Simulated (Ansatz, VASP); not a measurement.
## One calculation of Ta6F, two programs

INCAR

```
  PREC = Accurate
  ENCUT = 520
  EDIFF = 1E-6
  ISMEAR = 0
  SIGMA = 0.1
  LREAL = F
  LASPH = T
  NELM = 150
  ALGO = Normal
  ISIF = 2
  LWAVE = F
  LCHARG = T
  ISPIN = 2
  MAGMOM = 0 0 0 0 0 0 1
  LORBIT = 11
  LMAXMIX = 4
  LDIPOL = T
  IDIPOL = 3
  DIPOL = 0.5 0.5 0.323
  LELF = T
  LVHAR = T
  LVACPOTAV = T
  NBANDS = 50
```

The input KPOINTS:

```
regular mesh
0
Gamma
  6 6 1
```

The input POSCAR:

```
Ta6F
1.0
    4.6002247516      0.0000000000      0.0000000000
   -2.3001123758      3.9839114980      0.0000000000
    0.0000000000      0.0000000000     21.4017722141
Ta F
6 1
Direct
    0.6666666667      0.3333333333      0.1869004099
    0.3333333333      0.6666666667      0.2307760729
    0.0000000000      0.0000000000      0.2746517360
    0.6666666667      0.3333333333      0.3157775353
    0.3333333333      0.6666666667      0.3543568624
    0.0000000000      0.0000000000      0.3925736677
    0.0000000000      0.0000000000      0.5061156668
```

Input for Ansatz:

```yaml
crystal:
  lattice:
    - [4.6002247516, 0.0, 0.0]
    - [-2.3001123758, 3.983911498, 0.0]
    - [0.0, 0.0, 21.4017722141]
  atoms:
    - { symbol: Ta, position: [0.6666666667, 0.3333333333, 0.1869004099] }
    - { symbol: Ta, position: [0.3333333333, 0.6666666667, 0.2307760729] }
    - { symbol: Ta, position: [0.0, 0.0, 0.274651736] }
    - { symbol: Ta, position: [0.6666666667, 0.3333333333, 0.3157775353] }
    - { symbol: Ta, position: [0.3333333333, 0.6666666667, 0.3543568624] }
    - { symbol: Ta, position: [0.0, 0.0, 0.3925736677] }
    - { symbol: F, position: [0.0, 0.0, 0.5061156668], spin: 1.0 }
basis:
  ecutwfc: 420
kpoints:
  mp_grid: { grid: [6, 6, 1] }
hamiltonian:
  xc: lda
  pseudopotentials: { kind: paw, azcp: { folder: soft_1 } }
scf:
  occupations: { method: gaussian, width: 0.1 }
output:
  forces: true
  eigenvalues: true
  populations: true
  write_density: true
  write_potential: true
  elf: true
  volumetric_format: npy
magnetization:
  spin_polarized: true
efield:
  axis: 3
  dipole_correction: true
  ramp_width: 0.04
```

Alike in both runs: task single point; functional LDA; k mesh 6 × 6 × 1; occupations gaussian, width 0.1 eV; collinear spin.

|  | VASP | Ansatz |
| --- | --- | --- |
| version | VASP 6.6.1 | Ansatz 0.2.0 |
| potentials or method | VASP PAW LDA potentials, release 64 (Ta_pv, F), cutoff 520 eV | scalar-relativistic, plane waves, PAW |
| valence electrons in the cell | 73 | 85 |

```tsv
	VASP	Ansatz	Ansatz less VASP
gap on the k mesh at the Fermi level (eV)	none	none	-
rms of the force components (eV/Å)	1.752	1.751	-0.0008
net moment per atom (μB)	0.00	0.00	0.000
work function, face that differs most (eV)	9.55	9.54	-0.009
```

Ansatz warns that its potentials were made for another functional, while VASP's fit it. LDA's correlation is that of Perdew and Zunger in VASP and of Perdew and Wang (1992) in Ansatz. Atom by atom the forces differ by 0.024 eV/Å (rms over components). A gap of «none» marks a metal or a gap that the smearing closes. VASP's potentials hold 73 valence electrons a cell and Ansatz's 85, so a difference there can come from the potentials and not from the codes. Ansatz's warnings: seeded moment not kept, xc potential rough in thin density.

Spin-orbit coupling is off throughout.
